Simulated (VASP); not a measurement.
# Rb3Zn (I4/mmm) in VASP: notebook, part 2 of 2

VASP 6.6.1.

**3. Single point, PBE**

Input file INCAR:

```
SYSTEM = Rb3Zn
PREC     = Accurate       ! precision mode
ENCUT    = 520            ! plane-wave cutoff, eV
EDIFF    = 1E-6           ! SCF threshold, eV
ISMEAR   = 1              ! smearing method
SIGMA    = 0.1            ! smearing width, eV
LREAL    = .FALSE.        ! projectors in reciprocal space
LASPH    = .TRUE.         ! aspherical terms in the spheres
NELM     = 60             ! most SCF steps
ALGO     = Fast           ! electronic algorithm
ISIF     = 2              ! what is computed and relaxed
LWAVE    = .FALSE.        ! write WAVECAR
LCHARG   = .TRUE.         ! write CHGCAR
GGA      = PE             ! functional
LELF     = .TRUE.         ! ELF
LVHAR    = .TRUE.       
NBANDS   = 28             ! bands
```

Input file KPOINTS:

```
regular mesh
0
G
  7 7 7
  0 0 0
```

Input file POSCAR:

```
Rb3Zn
1.0
   -3.1396880000      3.1396880000      6.3175350000
    3.1396880000     -3.1396880000      6.3175350000
    3.1396880000      3.1396880000     -6.3175350000
Rb Zn
3 1
Direct
    0.5000000000      0.5000000000      0.0000000000
    0.2500000000      0.7500000000      0.5000000000
    0.7500000000      0.2500000000      0.5000000000
    0.0000000000      0.0000000000      0.0000000000
```

Potentials or basis: VASP PAW PBE potentials, release 64 (Rb_sv, Zn).

On the command line:

```sh
$ cat potpaw_PBE.64/Rb_sv/POTCAR potpaw_PBE.64/Zn/POTCAR > POTCAR
$ mpirun -np 1 vasp_std > vasp.out
```

OUTCAR:

```text
SYSTEM = Rb3Zn
   PREC = Accurate
   ENCUT = 520
   EDIFF = 1E-6
   ISMEAR = 1
   LREAL = .FALSE.
   LASPH = .TRUE.
   NELM = 60
   ISIF = 2
   GGA = PE

 ion  position               nearest neighbor table
   1  0.500  0.500  0.000-   2 4.45   3 4.45   2 4.45   3 4.45   2 4.45   3 4.45   2 4.45   3 4.45

   2  0.250  0.750  0.500-   3 4.44   3 4.44   3 4.44   3 4.44   1 4.45   1 4.45   1 4.45   1 4.45

   3  0.750  0.250  0.500-   2 4.44   2 4.44   2 4.44   2 4.44   1 4.45   1 4.45   1 4.45   1 4.45

   4  0.000  0.000  0.000-

  LATTYP: Found a body centered tetragonal cell.
 ALAT       =     6.2793760000
 C/A-ratio  =     2.0121537554

  Lattice vectors:

 A1 = (  -3.1396880000,   3.1396880000,   6.3175350000)
 A2 = (   3.1396880000,  -3.1396880000,   6.3175350000)
 A3 = (   3.1396880000,   3.1396880000,  -6.3175350000)

Analysis of symmetry for initial positions (statically):
=====================================================================
 Subroutine PRICEL returns:
 Original cell was already a primitive cell.

 Routine SETGRP: Setting up the symmetry group for a
 body centered tetragonal supercell.

 Subroutine GETGRP returns: Found 16 space group operations
 (whereof 16 operations were pure point group operations)
 out of a pool of 16 trial point group operations.

The static configuration has the point symmetry D_4h.

Analysis of symmetry for dynamics (positions and initial velocities):
=====================================================================
 Subroutine PRICEL returns:
 Original cell was already a primitive cell.

 Routine SETGRP: Setting up the symmetry group for a
 body centered tetragonal supercell.

 Subroutine GETGRP returns: Found 16 space group operations
 (whereof 16 operations were pure point group operations)
 out of a pool of 16 trial point group operations.

The dynamic configuration has the point symmetry D_4h.

 Subroutine INISYM returns: Found 16 space group operations
 (whereof 16 operations are pure point group operations),
 and found     1 'primitive' translations

----------------------------------------------------------------------------------------

                                     Primitive cell

  volume of cell :     249.1040

  direct lattice vectors                    reciprocal lattice vectors
    -3.139688000  3.139688000  6.317535000     0.000000000  0.159251493  0.079144793
     3.139688000 -3.139688000  6.317535000     0.159251493  0.000000000  0.079144793
     3.139688000  3.139688000 -6.317535000     0.159251493  0.159251493  0.000000000

  length of vectors
     7.721821673  7.721821673  7.721821673     0.177834013  0.177834013  0.225215621

  position of ions in fractional coordinates (direct lattice)
     0.500000000  0.500000000  0.000000000
     0.250000000  0.750000000  0.500000000
     0.750000000  0.250000000  0.500000000
     0.000000000  0.000000000  0.000000000

  ion indices of the primitive-cell ions
   primitive index   ion index
                 1           1
                 2           2
                 3           3
                 4           4
[... 21 lines left out ...]

 Subroutine IBZKPT returns following result:
 ===========================================

 Found     40 irreducible k-points:

 Following reciprocal coordinates:
            Coordinates               Weight
  0.000000  0.000000  0.000000      1.000000
  0.142857  0.000000 -0.000000      8.000000
  0.285714  0.000000  0.000000      8.000000
  0.428571  0.000000  0.000000      8.000000
  0.142857  0.142857 -0.000000      8.000000
  0.285714  0.142857 -0.000000     16.000000
[... 16 lines left out ...]
 -0.142857  0.285714  0.142857      8.000000
 -0.428571  0.428571  0.142857      8.000000
 [... further k-points ...]
   k-points           NKPTS =     40   k-points in BZ     NKDIM =     40   number of bands    NBANDS=     28
   number of dos      NEDOS =    301   number of ions     NIONS =      4
   total plane-waves  NPLWV = 216000
   dimension x,y,z NGX =    60 NGY =   60 NGZ =   60
   dimension x,y,z NGXF=   120 NGYF=  120 NGZF=  120
   ions per type =               3   1
   NGX,Y,Z   is equivalent  to a cutoff of  12.92, 12.92, 12.92 a.u.
   NGXF,Y,Z  is equivalent  to a cutoff of  25.84, 25.84, 25.84 a.u.
 SYSTEM =  Rb3Zn
   PREC   = accura    normal or accurate (medium, high low for compatibility)
   ISTART =      0    job   : 0-new  1-cont  2-samecut
   ICHARG =      2    charge: 1-file 2-atom 10-const
   ISPIN  =      1    spin polarized calculation?
   LNONCOLLINEAR =      F non collinear calculations
   LSORBIT =      F    spin-orbit coupling
   LASPH  =      T    aspherical Exc in radial PAW
   ENCUT  =  520.0 eV  38.22 Ry    6.18 a.u.  14.36 14.36 14.36*2*pi/ulx,y,z
   NELM   =     60;   NELMIN=  2; NELMDL= -5     # of ELM steps
   EDIFF  = 0.1E-05   stopping-criterion for ELM
   LREAL  =      F    real-space projection
   EDIFFG = 0.1E-04   stopping-criterion for IOM
   NSW    =      0    number of steps for IOM
   IBRION =     -1    ionic relax: 0-MD 1-quasi-New 2-CG
   NFREE  =      0    steps in history (QN), initial steepest desc. (CG)
   ISIF   =      2    stress and relaxation
   ISYM   =      2    0-nonsym 1-usesym 2-fastsym
   POTIM  = 0.5000    time-step for ionic-motion
   TEBEG  =    0.0;   TEEND  =   0.0 temperature during run
   PSTRESS=    0.0 pullay stress
   NELECT =      39.0000    total number of electrons
   NUPDOWN=      -1.0000    fix difference up-down
   EMIN   =  10.00;   EMAX   =-10.00  energy-range for DOS
   EFERMI =   0.00;   METHOD = LEGACY
   ISMEAR =     1;   SIGMA  =   0.10  broadening in eV -4-tet -1-fermi 0-gaus
   EFERMI_NEDOS =   21; number of points for ismear=-14 and -15
   IALGO  =     68    algorithm
   IMIX   =      4    mixing-type and parameters
     AMIX     =   0.40;   BMIX     =  1.00
     AMIX_MAG =   1.60;   BMIX_MAG =  1.00
  volume/ion in A,a.u.               =      62.28       420.26
  Fermi-wavevector in a.u.,A,eV,Ry     =   0.882340  1.667382 10.592470  0.778525
  Thomas-Fermi vector in A             =   2.002959
   LORBIT       =      0    0 simple, 1 ext, 2 COOP (PROOUT), +10 PAW based schemes
   GGA     = PE    functional components
   LHFCALC =     F    Hartree Fock is set to
   AEXX    =    0.0000 exact exchange contribution
   IVDW    =     0    specifies the selected vdW correction
   LEPSILON=     F    determine dielectric tensor
   LRPA    =     F    only Hartree local field effects (RPA)
 non-spin polarized calculation
 RMM-DIIS sequential band-by-band and
 Methfessel and Paxton  Order N= 1 SIGMA  =   0.10
  energy-cutoff  :      520.00
  volume of cell :      249.10
 maximum number of plane-waves:      6741
 NGX is ok and might be reduce to    60
   NGX = 29   NGY = 29   NGZ = 29

 number of electron      39.0000007 magnetization

 Free energy of the ion-electron system (eV)
  ---------------------------------------------------
  ext. energy  EPLUGINS =         0.00000000
  ---------------------------------------------------
  free energy    TOTEN  =        -3.22592484 eV

  energy without entropy =       -3.22490855  energy(sigma->0) =       -3.22558607

 E-fermi :   0.4963     XC(G=0):  -6.2977

 val. band max:        0.4920467982   @ k =   0.4286   0.2857   0.1429
 cond. band min:       0.4964685862   @ k =   0.2857   0.1429   0.1429
 fundamental gap:      0.0044217880
 Fermi energy:         0.4962837522

 k-point     1 :       0.0000    0.0000    0.0000
  band No.  band energies     occupation
      1     -28.4085      2.00000
      2     -28.3716      2.00000
      3     -28.3597      2.00000
      4     -12.6158      2.00000
      5     -12.5490      2.00000
      6     -12.5490      2.00000
[... 733 lines left out ...]
     27       3.4768      0.00000
     28       3.7630      0.00000

 [... further k-points ...]

------------------------ aborting loop because EDIFF is reached ----------------------------------------

  FORCE on cell =-STRESS in cart. coord.  units (eV):
  Direction    XX          YY          ZZ          XY          YZ          ZX
  --------------------------------------------------------------------------------------
  -------------------------------------------------------------------------------------
  Total        0.1420327      0.1420327     -0.0046297      0.0000000     -0.0000000      0.0000000
  in kB        0.9135203      0.9135203     -0.0297769      0.0000000     -0.0000000      0.0000000
  external PRESSURE =       0.5990879 kB  Pullay stress =       0.0000000 kB

 VOLUME and BASIS-vectors are now :
 -----------------------------------------------------------------------------
  energy-cutoff  :      520.00
  volume of cell :      249.10
      direct lattice vectors                 reciprocal lattice vectors
    -3.139688000  3.139688000  6.317535000     0.000000000  0.159251493  0.079144793
     3.139688000 -3.139688000  6.317535000     0.159251493  0.000000000  0.079144793
     3.139688000  3.139688000 -6.317535000     0.159251493  0.159251493  0.000000000

 POSITION                                       TOTAL-FORCE (eV/Angst)
 -----------------------------------------------------------------------------------
      0.00000      0.00000      6.31754         0.000000      0.000000      0.000000
      3.13969     -0.00000      3.15877         0.000000     -0.000000     -0.000000
     -0.00000      3.13969      3.15877        -0.000000      0.000000     -0.000000
      0.00000      0.00000      0.00000         0.000000      0.000000      0.000000
 -----------------------------------------------------------------------------------
    total drift:                               -0.000000     -0.000000      0.000000

  FREE ENERGIE OF THE ION-ELECTRON SYSTEM (eV)
  ---------------------------------------------------
  free  energy   TOTEN  =        -3.2259248376 eV

  energy  without entropy=       -3.2249085466  energy(sigma->0) =       -3.22558607
```

It took 16 min on 1 thread of Oxide Virtual Turin-like, shared host; peak memory 0.59 GiB.

What came out:

- Free energy: -3.2259 eV
- Pressure: 0.1 GPa
- Band gap on the k mesh: zero (an odd number of electrons rules out a gap without spin polarisation)

Stress tensor (GPa, compression positive):
```
0.09 0.00 0.00
0.00 0.09 0.00
0.00 0.00 0.00
```

**4. Single point, PBE**

Input file INCAR:

```
SYSTEM = Rb3Zn
PREC = Accurate
ENCUT = 520
EDIFF = 1E-6
ISMEAR = 0
SIGMA = 0.05
LREAL = .False.
LASPH = .True.
NELM = 60
ALGO = Fast
ISIF = 2
LWAVE = .False.
LCHARG = .False.
GGA = PE
NBANDS = 28
```

Input file KPOINTS:

```
regular mesh
0
Gamma
  7 7 7
  0 0 0
```

POSCAR is that of step 3.

On the command line:

```sh
$ cat potpaw_PBE.64/Rb_sv/POTCAR potpaw_PBE.64/Zn/POTCAR > POTCAR
$ mpirun -np 1 vasp_std > vasp.out
```

Run time: 14 min. Hardware: 1 thread of Oxide Virtual Turin-like, shared host; peak memory 0.59 GiB.

It converged, with:

```
Free energy            : -3.2272 eV
Pressure               : 0.1 GPa
Band gap on the k mesh : zero (an odd number of electrons rules out a gap without spin polarisation)
```

Stress tensor (GPa, compression positive):
```
0.09 0.00 0.00
0.00 0.09 0.00
0.00 0.00 0.00
```

Levels at points of the mesh, in eV from the Fermi level:
```csv
k point,band 16,band 17,band 18,band 19,band 20,band 21,band 22,band 23
"(0.00, 0.00, 0.00)",-7.13,-7.13,-3.85,-0.55,0.49,0.92,0.92,1.53
```

**5. Single point, PBE**

Input file INCAR:

```
SYSTEM = Rb3Zn
PREC = Accurate
ENCUT = 520
EDIFF = 1E-7
ISMEAR = 1
SIGMA = 0.1
LREAL = .FALSE.
LASPH = .TRUE.
NELM = 80
ALGO = Fast
ISIF = 2
LWAVE = .FALSE.
LCHARG = .FALSE.
GGA = PE
NBANDS = 28
```

Input file KPOINTS:

```
Automatic mesh
0
G
  8 8 8
  0 0 0
```

POSCAR is that of step 4.

Potentials or basis: VASP PAW PBE potentials, release 64 (Rb_sv, Zn).

On the command line:

```sh
$ cat potpaw_PBE.64/Rb_sv/POTCAR potpaw_PBE.64/Zn/POTCAR > POTCAR
$ mpirun -np 1 vasp_std > vasp.out
```

OUTCAR:

```text
SYSTEM = Rb3Zn
   PREC = Accurate
   ENCUT = 520
   EDIFF = 1E-7
   ISMEAR = 1
   LREAL = .FALSE.
   LASPH = .TRUE.
   NELM = 80
   ISIF = 2
   GGA = PE

 ion  position               nearest neighbor table
   1  0.500  0.500  0.000-   2 4.45   3 4.45   2 4.45   3 4.45   2 4.45   3 4.45   2 4.45   3 4.45

   2  0.250  0.750  0.500-   3 4.44   3 4.44   3 4.44   3 4.44   1 4.45   1 4.45   1 4.45   1 4.45

   3  0.750  0.250  0.500-   2 4.44   2 4.44   2 4.44   2 4.44   1 4.45   1 4.45   1 4.45   1 4.45

   4  0.000  0.000  0.000-

  LATTYP: Found a body centered tetragonal cell.
 ALAT       =     6.2793760000
 C/A-ratio  =     2.0121537554

  Lattice vectors:

 A1 = (  -3.1396880000,   3.1396880000,   6.3175350000)
 A2 = (   3.1396880000,  -3.1396880000,   6.3175350000)
 A3 = (   3.1396880000,   3.1396880000,  -6.3175350000)

Analysis of symmetry for initial positions (statically):
=====================================================================
 Subroutine PRICEL returns:
 Original cell was already a primitive cell.

 Routine SETGRP: Setting up the symmetry group for a
 body centered tetragonal supercell.

 Subroutine GETGRP returns: Found 16 space group operations
 (whereof 16 operations were pure point group operations)
 out of a pool of 16 trial point group operations.

The static configuration has the point symmetry D_4h.

Analysis of symmetry for dynamics (positions and initial velocities):
=====================================================================
 Subroutine PRICEL returns:
 Original cell was already a primitive cell.

 Routine SETGRP: Setting up the symmetry group for a
 body centered tetragonal supercell.

 Subroutine GETGRP returns: Found 16 space group operations
 (whereof 16 operations were pure point group operations)
[... 122 lines left out ...]
   EFERMI_NEDOS =   21; number of points for ismear=-14 and -15
   IALGO  =     68    algorithm
   IMIX   =      4    mixing-type and parameters
     AMIX     =   0.40;   BMIX     =  1.00
     AMIX_MAG =   1.60;   BMIX_MAG =  1.00
  volume/ion in A,a.u.               =      62.28       420.26
  Fermi-wavevector in a.u.,A,eV,Ry     =   0.882340  1.667382 10.592470  0.778525
  Thomas-Fermi vector in A             =   2.002959
   LORBIT       =      0    0 simple, 1 ext, 2 COOP (PROOUT), +10 PAW based schemes
   GGA     = PE    functional components
   LHFCALC =     F    Hartree Fock is set to
   AEXX    =    0.0000 exact exchange contribution
   IVDW    =     0    specifies the selected vdW correction
   LEPSILON=     F    determine dielectric tensor
   LRPA    =     F    only Hartree local field effects (RPA)
 non-spin polarized calculation
 RMM-DIIS sequential band-by-band and
 Methfessel and Paxton  Order N= 1 SIGMA  =   0.10
  energy-cutoff  :      520.00
  volume of cell :      249.10
 maximum number of plane-waves:      6752
 NGX is ok and might be reduce to    60
   NGX = 29   NGY = 29   NGZ = 29

 number of electron      39.0000007 magnetization

 Free energy of the ion-electron system (eV)
  ---------------------------------------------------
  ext. energy  EPLUGINS =         0.00000000
  ---------------------------------------------------
  free energy    TOTEN  =        -3.22481536 eV

  energy without entropy =       -3.22472160  energy(sigma->0) =       -3.22478411

 E-fermi :   0.5053     XC(G=0):  -6.2977

 val. band max:        0.5038013975   @ k =   0.3750   0.3750   0.1250
 cond. band min:       0.5126313372   @ k =   0.5000   0.3750   0.0000
 fundamental gap:      0.0088299397
 Fermi energy:         0.5053331707

 k-point     1 :       0.0000    0.0000    0.0000
  band No.  band energies     occupation
      1     -28.4099      2.00000
      2     -28.3719      2.00000
      3     -28.3599      2.00000
      4     -12.6173      2.00000
      5     -12.5494      2.00000
      6     -12.5494      2.00000
[... 733 lines left out ...]
     27       3.4747      0.00000
     28       3.8559      0.00000

 [... further k-points ...]

------------------------ aborting loop because EDIFF is reached ----------------------------------------

  FORCE on cell =-STRESS in cart. coord.  units (eV):
  Direction    XX          YY          ZZ          XY          YZ          ZX
  --------------------------------------------------------------------------------------
  -------------------------------------------------------------------------------------
  Total        0.1173686      0.1173686      0.0122221      0.0000000     -0.0000000      0.0000000
  in kB        0.7548868      0.7548868      0.0786093      0.0000000     -0.0000000      0.0000000
  external PRESSURE =       0.5294609 kB  Pullay stress =       0.0000000 kB

 VOLUME and BASIS-vectors are now :
 -----------------------------------------------------------------------------
  energy-cutoff  :      520.00
  volume of cell :      249.10
      direct lattice vectors                 reciprocal lattice vectors
    -3.139688000  3.139688000  6.317535000     0.000000000  0.159251493  0.079144793
     3.139688000 -3.139688000  6.317535000     0.159251493  0.000000000  0.079144793
     3.139688000  3.139688000 -6.317535000     0.159251493  0.159251493  0.000000000

 POSITION                                       TOTAL-FORCE (eV/Angst)
 -----------------------------------------------------------------------------------
      0.00000      0.00000      6.31754         0.000000     -0.000000      0.000000
      3.13969     -0.00000      3.15877        -0.000000      0.000000     -0.000000
     -0.00000      3.13969      3.15877         0.000000      0.000000     -0.000000
      0.00000      0.00000      0.00000         0.000000     -0.000000      0.000000
 -----------------------------------------------------------------------------------
    total drift:                               -0.000000     -0.000000      0.000000

  FREE ENERGIE OF THE ION-ELECTRON SYSTEM (eV)
  ---------------------------------------------------
  free  energy   TOTEN  =        -3.2248153624 eV

  energy  without entropy=       -3.2247215964  energy(sigma->0) =       -3.22478411
```

OSZICAR:

```text
N       E                     dE             d eps       ncg     rms          rms(c)
DAV:   1     0.273896536926E+03    0.27390E+03   -0.15755E+04  3304   0.116E+03
DAV:   2     0.295693430726E+02   -0.24433E+03   -0.23870E+03  3788   0.266E+02
DAV:   3    -0.214597981226E+01   -0.31715E+02   -0.31586E+02  4868   0.905E+01
[... 11 lines left out ...]
RMM:  15    -0.322481460611E+01   -0.55012E-06   -0.58148E-06  5592   0.801E-03    0.770E-04
RMM:  16    -0.322481497998E+01   -0.37387E-06   -0.27076E-06  5382   0.607E-03    0.554E-04
RMM:  17    -0.322481517800E+01   -0.19802E-06   -0.17344E-06  5063   0.488E-03    0.479E-04
RMM:  18    -0.322481528323E+01   -0.10523E-06   -0.91170E-07  4561   0.385E-03    0.124E-04
RMM:  19    -0.322481536235E+01   -0.79123E-07   -0.57001E-07  4257   0.321E-03
   1 F= -.32248154E+01 E0= -.32247841E+01  d E =-.937659E-04
```

stdout:

```text
[... 39 lines left out ...]
```

Wall time 31 min (1 thread of Oxide Virtual Turin-like, shared host); peak memory 0.66 GiB.

Results:

| Property | Result |
| --- | --- |
| Free energy | -3.2248 eV |
| Pressure | 0.1 GPa |
| Band gap on the k mesh | zero (an odd number of electrons rules out a gap without spin polarisation) |

**6. The runs side by side**

| k mesh | smearing | further INCAR settings | gap on the mesh (eV) | pressure (GPa) |
| --- | --- | --- | --- | --- |
| 6 × 6 × 6 | gaussian 0.05 eV | ALGO = Fast; EDIFF = 1e-07; NBANDS = 28 | none | 0.1 |
| 7 × 7 × 7 | methfessel-paxton 0.1 eV | ALGO = Fast; EDIFF = 1e-06; NBANDS = 28 | none | 0.1 |
| 7 × 7 × 7 | gaussian 0.05 eV | ALGO = Fast; EDIFF = 1e-06; NBANDS = 28 | none | 0.1 |
| 8 × 8 × 8 | methfessel-paxton 0.1 eV | ALGO = Fast; EDIFF = 1e-07; NBANDS = 28 | none | 0.1 |

Alike in all rows: task single point; level PBE; potentials or basis VASP PAW PBE potentials, release 64 (Rb_sv, Zn); no spin polarisation; cell as given; cutoff (eV) 520.

Absolute energies hang on the potentials; compare differences alone.

The gap in the log of VASP goes by the Fermi energy; the results here count the filled bands.